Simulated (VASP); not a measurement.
GaN: single point with r2SCAN

The system is GaN.

```
CELL_PARAMETERS angstrom
0.00000 2.24894 2.24894
2.24894 0.00000 2.24894
2.24894 2.24894 0.00000
ATOMIC_POSITIONS crystal
Ga 0.00000 0.00000 0.00000
N 0.25000 0.25000 0.25000
```

| Property | Result |
| --- | --- |
| Program | VASP 6.6.1 |
| Task | single point |
| Functional | r2SCAN |
| Potentials or basis | VASP PAW PBE potentials, release 64 (Ga_d, N) |
| Cutoff | 520 eV |
| k mesh | 18 × 18 × 18 |
| Occupations | fermi-dirac, width 0.1 eV |
| Spin | no spin polarisation |

```
Pressure               : 1.1 GPa
Band gap on the k mesh : 2.16 eV
```

Levels at points of the mesh, in eV from the valence-band top:
| k point | band 5 | band 6 | band 7 | band 8 | band 9 | band 10 | band 11 | band 12 | band 13 | band 14 |
| --- | --- | --- | --- | --- | --- | --- | --- | --- | --- | --- |
| (0.00, 0.00, 0.00) | -13.48 | -13.48 | 0.00 | 0.00 | 0.00 | 2.16 | 11.04 | 11.04 | 11.04 | 18.64 |
| (0.50, 0.00, 0.00) | -13.43 | -12.35 | -7.20 | -1.00 | -1.00 | 5.21 | 9.47 | 11.03 | 11.03 | 16.56 |
| (0.50, 0.50, 0.00) | -13.40 | -11.97 | -6.24 | -2.80 | -2.80 | 3.77 | 7.28 | 12.63 | 15.01 | 15.01 |

Run time: 4.6 min on 1 thread of Intel Xeon 8259CL (shared host), peak memory 0.2 GiB.

Caveat: the PAW data sets were made with another functional, which shifts forces and pressure a little. A k mesh can miss the band edges.
